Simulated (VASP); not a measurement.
Wanted: the native input for a VASP 6.6.1 run.

```yaml
Task: single point
Functional: PBEsol
Potentials_or_basis: VASP PAW PBE potentials, release 64 (Pb_d)
Cutoff: 520 eV
k_mesh: 18 × 18 × 6
Occupations: gaussian, width 0.1 eV
Spin: no spin polarisation
Dipole_correction: no
Further_INCAR_settings: ALGO = Normal; EDIFF = 1e-07; NBANDS = 36
```

The structure of Pb lies in POSCAR:

```
Pb
1.0
    3.3300087181      0.0000000000      0.0000000000
   -1.6650043591      2.8838721447      0.0000000000
    0.0000000000      0.0000000000     11.6959504423
Pb
4
Direct
    0.0000000000      0.0000000000      0.0000000000
    0.3333333333      0.6666666667      0.2500000000
    0.0000000000      0.0000000000      0.5000000000
    0.6666666667      0.3333333333      0.7500000000
```

This cell differs from its parent crystal: biaxial strain in the a-b plane: -4.5 %.

The input as run:

INCAR

```
  ALGO = Normal
  EDIFF = 1E-7
  ENCUT = 520
  GGA = PS
  ISIF = 2
  ISMEAR = 0
  LASPH = T
  LCHARG = F
  LREAL = F
  LWAVE = F
  NBANDS = 36
  NELM = 100
  PREC = Accurate
  SIGMA = 0.1
```

KPOINTS

```
k-points
0
Gamma
  18 18 6
```

Potentials or basis: VASP PAW PBE potentials, release 64 (Pb_d).

Command:

```console
$ cat potpaw_PBE.64/Pb_d/POTCAR > POTCAR
$ mpirun -np 1 vasp_std > vasp.out
```

Results of the run:

```yaml
Pressure: 3.8 GPa
Band_gap_on_the_k_mesh: zero (band 28 reaches 14.56 eV, above the bottom of band 29 at 5.81 eV)
```

Caveat: the cell differs from its parent crystal (biaxial strain in the a-b plane: -4.5 %); the PAW data sets were made with another functional, which shifts forces and pressure a little; spin-orbit coupling is left out, which moves the levels of the heavy elements.

It took 3.7 min on 1 thread of Intel(R) Xeon(R) 6975P-C (Granite Rapids), with other jobs on the host, peak memory 0.54 GiB.
